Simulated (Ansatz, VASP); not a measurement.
## AgI: VASP beside Ansatz

```
CELL_PARAMETERS angstrom
4.63853 0.00000 0.00000
-2.31926 4.01708 0.00000
0.00000 0.00000 7.58703
ATOMIC_POSITIONS crystal
Ag 0.66667 0.33333 0.62766
Ag 0.33333 0.66667 0.12766
I 0.66667 0.33333 0.00234
I 0.33333 0.66667 0.50234
```

Alike in both runs: task single point; functional PBE; k mesh 6 × 6 × 4; no spin polarisation.

|  | VASP | Ansatz |
| --- | --- | --- |
| version | VASP 6.6.1 | Ansatz 0.2.0 |
| potentials or method | VASP PAW PBE potentials, release 64 (Ag, I) | plane waves, PAW |
| plane-wave cutoff (eV) | 500 | 420 |
| occupations | gaussian, width 0.01 eV | fixed |
| valence electrons in the cell | 36 | 72 |

```tsv
	VASP	Ansatz	Ansatz less VASP
gap on the k mesh at the Fermi level (eV)	1.37	1.37	-0.003
pressure (GPa)	0.8	0.8	+0.06
```

VASP's potentials hold 36 valence electrons a cell and Ansatz's 72, so a difference there can come from the potentials and not from the codes.

Neither program's run includes spin-orbit coupling.
